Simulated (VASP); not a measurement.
# Ti3HN3 in VASP: further runs

The runs below take Ti3HN3 through single point, with PBE.

All numbers are computed with VASP 6.6.1; they aren't measurements. Logs are shortened: lines on timing, memory, paths and dates and some standing lists are left out, and cuts for length are marked.

### 1 The cell of the first run

The cell holds a slab with vacuum, 7 atoms: a = 3.003 Å, b = 3.003 Å, c = 19.758 Å, α = 90.00°, β = 90.00°, γ = 90.00°.

### 2 Single point, PBE

The input, INCAR:

```
SYSTEM = Ti3HN3
  PREC = Accurate
  ENCUT = 520
  EDIFF = 1E-6
  ISMEAR = 0
  SIGMA = 0.1
  LREAL = .False.
  LASPH = .True.
  NELM = 60
  ALGO = Normal
  ISIF = 2
  LWAVE = .False.
  LCHARG = .True.
  LDIPOL = .True.
  IDIPOL = 3
  DIPOL = 0.5 0.5 0.329
  GGA = PE
  LELF = .True.
  LVHAR = .True.
  LVACPOTAV = .True.
  NBANDS = 35
```

The input, KPOINTS:

```
regular mesh
0
Gamma
  9 9 1
  0 0 0
```

The input, POSCAR:

```
Ti3HN3
1.0
    3.0028555065      0.0000000000      0.0000000000
    0.0000000000      3.0028555065      0.0000000000
    0.0000000000      0.0000000000     19.7584945265
Ti N H
3 3 1
Direct
    0.5000000000      0.5000000000      0.2024445736
    0.0000000000      0.0000000000      0.3072496201
    0.5000000000      0.5000000000      0.4076776418
    0.0000000000      0.0000000000      0.2024445736
    0.5000000000      0.5000000000      0.3055678856
    0.0000000000      0.0000000000      0.4179718508
    0.0000000000      0.2500000000      0.4626142946
```

Potentials or basis: VASP PAW PBE potentials, release 64 (Ti_sv, N, H).

Run with:

```sh
$ cat potpaw_PBE.64/Ti_sv/POTCAR potpaw_PBE.64/N/POTCAR potpaw_PBE.64/H/POTCAR > POTCAR
$ mpirun -np 1 vasp_std > vasp.out
```

OUTCAR:

```text
SYSTEM = Ti3HN3
   PREC = Accurate
   ENCUT = 520
   EDIFF = 1E-6
   ISMEAR = 0
   LREAL = .False.
   LASPH = .True.
   NELM = 60
   ISIF = 2
   GGA = PE

 ion  position               nearest neighbor table
   1  0.500  0.500  0.202-   5 2.04   4 2.12   4 2.12   4 2.12   4 2.12
   2  0.000  0.000  0.307-   4 2.07   5 2.12   5 2.12   5 2.12   5 2.12   6 2.19   3 2.91   3 2.91
                             3 2.91   3 2.91
   3  0.500  0.500  0.408-   5 2.02   6 2.13   6 2.13   6 2.13   6 2.13   2 2.91   2 2.91   2 2.91
                             2 2.91
   4  0.000  0.000  0.202-   2 2.07   1 2.12   1 2.12   1 2.12   1 2.12
   5  0.500  0.500  0.306-   3 2.02   1 2.04   2 2.12   2 2.12   2 2.12   2 2.12
   6  0.000  0.000  0.418-   7 1.16   3 2.13   3 2.13   3 2.13   3 2.13   2 2.19
   7  0.000  0.250  0.463-   6 1.16

  LATTYP: Found a simple tetragonal cell.
 ALAT       =     3.0028555065
 C/A-ratio  =     6.5799018580

  Lattice vectors:

 A1 = (   3.0028555065,   0.0000000000,   0.0000000000)
 A2 = (   0.0000000000,   3.0028555065,   0.0000000000)
 A3 = (   0.0000000000,   0.0000000000,  19.7584945265)

Analysis of symmetry for initial positions (statically):
=====================================================================
 Subroutine PRICEL returns:
 Original cell was already a primitive cell.

 Routine SETGRP: Setting up the symmetry group for a
 simple tetragonal supercell.

 Subroutine GETGRP returns: Found  2 space group operations
 (whereof  2 operations were pure point group operations)
 out of a pool of 16 trial point group operations.

The static configuration has the point symmetry C_1h.

Analysis of symmetry for dynamics (positions and initial velocities):
=====================================================================
 Subroutine PRICEL returns:
 Original cell was already a primitive cell.

 Routine SETGRP: Setting up the symmetry group for a
 simple tetragonal supercell.

 Subroutine GETGRP returns: Found  2 space group operations
 (whereof  2 operations were pure point group operations)
 out of a pool of 16 trial point group operations.

The dynamic configuration has the point symmetry C_1h.

 Subroutine INISYM returns: Found  2 space group operations
 (whereof  2 operations are pure point group operations),
 and found     1 'primitive' translations

----------------------------------------------------------------------------------------

                                     Primitive cell

  volume of cell :     178.1651

  direct lattice vectors                    reciprocal lattice vectors
     3.002855506  0.000000000  0.000000000     0.333016357  0.000000000  0.000000000
     0.000000000  3.002855506  0.000000000     0.000000000  0.333016357  0.000000000
     0.000000000  0.000000000 19.758494527     0.000000000  0.000000000  0.050611143

  length of vectors
     3.002855506  3.002855506 19.758494527     0.333016357  0.333016357  0.050611143

  position of ions in fractional coordinates (direct lattice)
     0.500000000  0.500000000  0.202444574
     0.000000000  0.000000000  0.307249620
     0.500000000  0.500000000  0.407677642
     0.000000000  0.000000000  0.202444574
     0.500000000  0.500000000  0.305567886
     0.000000000  0.000000000  0.417971851
     0.000000000  0.250000000  0.462614295

  ion indices of the primitive-cell ions
   primitive index   ion index
                 1           1
                 2           2
                 3           3
                 4           4
                 5           5
                 6           6
                 7           7

----------------------------------------------------------------------------------------

 KPOINTS: regular mesh

Automatic generation of k-mesh.
 Grid dimensions read from file:
 generate k-points for:    9    9    1

 Generating k-lattice:

  Cartesian coordinates                     Fractional coordinates (reciprocal lattice)
     0.037001817  0.000000000  0.000000000     0.111111111  0.000000000  0.000000000
     0.000000000  0.037001817  0.000000000     0.000000000  0.111111111  0.000000000
     0.000000000  0.000000000  0.050611143     0.000000000  0.000000000  1.000000000

  Length of vectors
     0.037001817  0.037001817  0.050611143

  Shift w.r.t. Gamma in fractional coordinates (k-lattice)
     0.000000000  0.000000000  0.000000000

 Subroutine IBZKPT returns following result:
 ===========================================

 Found     25 irreducible k-points:

 Following reciprocal coordinates:
            Coordinates               Weight
  0.000000  0.000000  0.000000      1.000000
  0.111111  0.000000  0.000000      2.000000
  0.000000  0.111111  0.000000      2.000000
  0.222222  0.000000  0.000000      2.000000
  0.000000  0.222222  0.000000      2.000000
  0.333333  0.000000  0.000000      2.000000
[... 16 lines left out ...]
  0.444444  0.333333  0.000000      4.000000
 -0.333333  0.444444  0.000000      4.000000
   k-points           NKPTS =     25   k-points in BZ     NKDIM =     25   number of bands    NBANDS=     35
   number of dos      NEDOS =    301   number of ions     NIONS =      7
   total plane-waves  NPLWV =  86400
   dimension x,y,z NGX =    24 NGY =   24 NGZ =  150
   dimension x,y,z NGXF=    48 NGYF=   48 NGZF=  300
   ions per type =               3   3   1
   NGX,Y,Z   is equivalent  to a cutoff of  13.29, 13.29, 12.62 a.u.
   NGXF,Y,Z  is equivalent  to a cutoff of  26.57, 26.57, 25.24 a.u.
 SYSTEM =  Ti3HN3
   PREC   = accura    normal or accurate (medium, high low for compatibility)
   ISTART =      0    job   : 0-new  1-cont  2-samecut
   ICHARG =      2    charge: 1-file 2-atom 10-const
   ISPIN  =      1    spin polarized calculation?
   LNONCOLLINEAR =      F non collinear calculations
   LSORBIT =      F    spin-orbit coupling
   LASPH  =      T    aspherical Exc in radial PAW
   ENCUT  =  520.0 eV  38.22 Ry    6.18 a.u.   5.58  5.58 36.74*2*pi/ulx,y,z
   NELM   =     60;   NELMIN=  2; NELMDL= -5     # of ELM steps
   EDIFF  = 0.1E-05   stopping-criterion for ELM
   LREAL  =      F    real-space projection
   EDIFFG = 0.1E-04   stopping-criterion for IOM
   NSW    =      0    number of steps for IOM
   IBRION =     -1    ionic relax: 0-MD 1-quasi-New 2-CG
   NFREE  =      0    steps in history (QN), initial steepest desc. (CG)
   ISIF   =      2    stress and relaxation
   ISYM   =      2    0-nonsym 1-usesym 2-fastsym
   POTIM  = 0.5000    time-step for ionic-motion
   TEBEG  =    0.0;   TEEND  =   0.0 temperature during run
   PSTRESS=    0.0 pullay stress
   NELECT =      52.0000    total number of electrons
   NUPDOWN=      -1.0000    fix difference up-down
   EMIN   =  10.00;   EMAX   =-10.00  energy-range for DOS
   EFERMI =   0.00;   METHOD = LEGACY
   ISMEAR =     0;   SIGMA  =   0.10  broadening in eV -4-tet -1-fermi 0-gaus
   EFERMI_NEDOS =   21; number of points for ismear=-14 and -15
   IALGO  =     38    algorithm
   IMIX   =      4    mixing-type and parameters
     AMIX     =   0.40;   BMIX     =  1.00
     AMIX_MAG =   1.60;   BMIX_MAG =  1.00
  volume/ion in A,a.u.               =      25.45       171.76
  Fermi-wavevector in a.u.,A,eV,Ry     =   1.085930  2.052110 16.044579  1.179243
  Thomas-Fermi vector in A             =   2.222055
   LORBIT       =      0    0 simple, 1 ext, 2 COOP (PROOUT), +10 PAW based schemes
   GGA     = PE    functional components
   LHFCALC =     F    Hartree Fock is set to
   AEXX    =    0.0000 exact exchange contribution
   IVDW    =     0    specifies the selected vdW correction
   LEPSILON=     F    determine dielectric tensor
   LRPA    =     F    only Hartree local field effects (RPA)
 non-spin polarized calculation
 Gauss-broadening in eV      SIGMA  =   0.10
  energy-cutoff  :      520.00
  volume of cell :      178.17
 maximum number of plane-waves:      4826
 NGX is ok and might be reduce to    24
   NGX = 11   NGY = 11   NGZ = 73

 dipolmoment           0.000000      0.000000     -0.097784 electrons x Angstroem

 number of electron      52.0000000 magnetization

 dipolmoment           0.000000      0.000000      0.030334 electrons x Angstroem

 Free energy of the ion-electron system (eV)
  ---------------------------------------------------
  ext. energy  EPLUGINS =         0.00000000
  ---------------------------------------------------
  free energy    TOTEN  =       -59.51473897 eV

  energy without entropy =      -59.50159550  energy(sigma->0) =      -59.50816723

 E-fermi :   1.9095     XC(G=0):  -5.3490

 val. band max:        1.8826997235   @ k =   0.1111   0.0000   0.0000
 cond. band min:       1.9113111297   @ k =   0.0000   0.1111   0.0000
 fundamental gap:      0.0286114062
 Fermi energy:         1.9095347042

 k-point     1 :       0.0000    0.0000    0.0000
  band No.  band energies     occupation
      1     -56.1130      2.00000
      2     -55.8107      2.00000
      3     -55.6408      2.00000
      4     -32.5740      2.00000
      5     -32.2083      2.00000
      6     -32.1957      2.00000
[... 27 lines left out ...]
     34       3.3886      0.00000
     35       3.4276      0.00000

 k-point     2 :       0.1111    0.0000    0.0000
  band No.  band energies     occupation
      1     -56.1091      2.00000
      2     -55.8053      2.00000
      3     -55.6387      2.00000
      4     -32.5712      2.00000
      5     -32.2579      2.00000
      6     -32.1905      2.00000
[... 27 lines left out ...]
     34       3.5372      0.00000
     35       3.7482      0.00000

 k-point     3 :       0.0000    0.1111    0.0000
  band No.  band energies     occupation
      1     -56.1091      2.00000
      2     -55.8054      2.00000
      3     -55.6387      2.00000
      4     -32.5711      2.00000
      5     -32.2470      2.00000
      6     -32.1892      2.00000
[... 27 lines left out ...]
     34       3.5435      0.00000
     35       3.7353      0.00000

 k-point     4 :       0.2222    0.0000    0.0000
  band No.  band energies     occupation
      1     -56.0990      2.00000
      2     -55.7913      2.00000
      3     -55.6336      2.00000
      4     -32.5689      2.00000
      5     -32.3617      2.00000
      6     -32.2164      2.00000
[... 27 lines left out ...]
     34       3.9854      0.00000
     35       4.2920      0.00000

 k-point     5 :       0.0000    0.2222    0.0000
  band No.  band energies     occupation
      1     -56.0990      2.00000
      2     -55.7919      2.00000
      3     -55.6336      2.00000
      4     -32.5684      2.00000
      5     -32.3460      2.00000
      6     -32.2297      2.00000
[... 638 lines left out ...]
 k-point    22 :       0.3333    0.3333    0.0000
  band No.  band energies     occupation
      1     -56.0644      2.00000
      2     -55.7486      2.00000
      3     -55.6073      2.00000
      4     -32.5265      2.00000
      5     -32.4074      2.00000
      6     -32.3885      2.00000
[... 27 lines left out ...]
     34       4.2133      0.00000
     35       4.4096      0.00000

 k-point    23 :       0.4444    0.3333    0.0000
  band No.  band energies     occupation
      1     -56.0576      2.00000
      2     -55.7404      2.00000
      3     -55.6012      2.00000
      4     -32.5165      2.00000
      5     -32.4742      2.00000
      6     -32.3807      2.00000
[... 27 lines left out ...]
     34       4.3402      0.00000
     35       4.5668      0.00000

 k-point    24 :      -0.3333    0.4444    0.0000
  band No.  band energies     occupation
      1     -56.0576      2.00000
      2     -55.7407      2.00000
      3     -55.6012      2.00000
      4     -32.5168      2.00000
      5     -32.4555      2.00000
      6     -32.3959      2.00000
[... 27 lines left out ...]
     34       4.3061      0.00000
     35       4.4356      0.00000

 [... further k-points ...]
[... 5 lines left out ...]
  --------------------------------------------------------------------------------------
  -------------------------------------------------------------------------------------
  Total       -0.5479674     -1.8183343      0.6674540      0.0000000     -1.5172536      0.0000000
  in kB       -4.9276809    -16.3516508      6.0021822      0.0000000    -13.6441359      0.0000000
  external PRESSURE =      -5.0923832 kB  Pullay stress =       0.0000000 kB

 VOLUME and BASIS-vectors are now :
 -----------------------------------------------------------------------------
  energy-cutoff  :      520.00
  volume of cell :      178.17
      direct lattice vectors                 reciprocal lattice vectors
     3.002855506  0.000000000  0.000000000     0.333016357  0.000000000  0.000000000
     0.000000000  3.002855506  0.000000000     0.000000000  0.333016357  0.000000000
     0.000000000  0.000000000 19.758494527     0.000000000  0.000000000  0.050611143

 POSITION                                       TOTAL-FORCE (eV/Angst)
 -----------------------------------------------------------------------------------
      1.50143      1.50143      4.00000         0.000000      0.099704      1.549267
      0.00000      0.00000      6.07079         0.000000      0.173546     -0.122325
      1.50143      1.50143      8.05510         0.000000      0.698359     -1.082988
      0.00000      0.00000      4.00000         0.000000     -0.102721     -1.521873
      1.50143      1.50143      6.03756         0.000000     -0.027758     -0.152259
      0.00000      0.00000      8.25849         0.000000      0.371719      1.299920
      0.00000      0.75071      9.14056         0.000000     -1.212850      0.030257
 -----------------------------------------------------------------------------------
    total drift:                                0.000000     -0.000003      0.000667

  FREE ENERGIE OF THE ION-ELECTRON SYSTEM (eV)
  ---------------------------------------------------
  free  energy   TOTEN  =       -59.5147389668 eV

  energy  without entropy=      -59.5015955025  energy(sigma->0) =      -59.50816723

 vacuum level on the upper side and lower side of the slab         5.148         4.539
```

It took 2.9 min on 1 thread of Intel Xeon 6975P-C (Granite Rapids), shared host; peak memory 0.35 GiB.

What came out:

* Free energy: -59.5147 eV
* Largest force: 1.552 eV/Å
* Band gap on the k mesh: zero (band 26 reaches 2.73 eV, above the bottom of band 27 at 0.99 eV)

Forces in eV/Å, atoms in the order of the input:
```
Ti   0.000  0.100  1.549
Ti   0.000  0.174 -0.122
Ti   0.000  0.698 -1.083
N    0.000 -0.103 -1.522
N    0.000 -0.028 -0.152
N    0.000  0.372  1.300
H    0.000 -1.213  0.030
```

### 3 Single point, PBE

The input, INCAR:

```
PREC = Accurate
ENCUT = 520
EDIFF = 1E-6
ISMEAR = 0
SIGMA = 0.1
LREAL = False
LASPH = True
NELM = 60
ALGO = Normal
ISIF = 2
LWAVE = False
LCHARG = False
LDIPOL = True
IDIPOL = 3
DIPOL = 0.5 0.5 0.333
GGA = PE
NBANDS = 35
```

The input, KPOINTS:

```
regular mesh
0
Gamma
  9 9 1
```

Edit POSCAR of step 2 so:

```diff
@@ -14,2 +14,2 @@
     0.0000000000      0.0000000000      0.4179718508
-    0.0000000000      0.2500000000      0.4626142946
+    0.2500000000      0.5000000000      0.4898661044
```

Potentials or basis: VASP PAW PBE potentials, release 64 (Ti_sv, N, H).

Run with:

```sh
$ cat potpaw_PBE.64/Ti_sv/POTCAR potpaw_PBE.64/N/POTCAR potpaw_PBE.64/H/POTCAR > POTCAR
$ mpirun -np 1 vasp_std > vasp.out
```

Run time: 4.6 min. Hardware: 1 thread of Intel Xeon 6975P-C (Granite Rapids), shared host; peak memory 0.34 GiB.

The run converged. Its results:

* Free energy: -59.3410 eV
* Largest force: 3.120 eV/Å
* Band gap on the k mesh: zero (band 26 reaches 1.48 eV, above the bottom of band 27 at -0.20 eV)

Forces in eV/Å, atoms in the order of the input:
```
Ti  -0.159  0.000  1.069
Ti   0.080  0.000 -0.120
Ti  -0.031  0.000  3.120
N    0.064  0.000 -1.412
N    0.001  0.000 -0.647
N   -0.465  0.000 -2.013
H    0.511  0.000  0.003
```

Levels at points of the mesh, in eV from the Fermi level:
```csv
k point,band 24,band 25,band 26,band 27,band 28,band 29
"(0.00, 0.00, 0.00)",-1.65,-1.61,-1.54,-0.72,-0.42,0.26
```

[end of part 1 of 2]
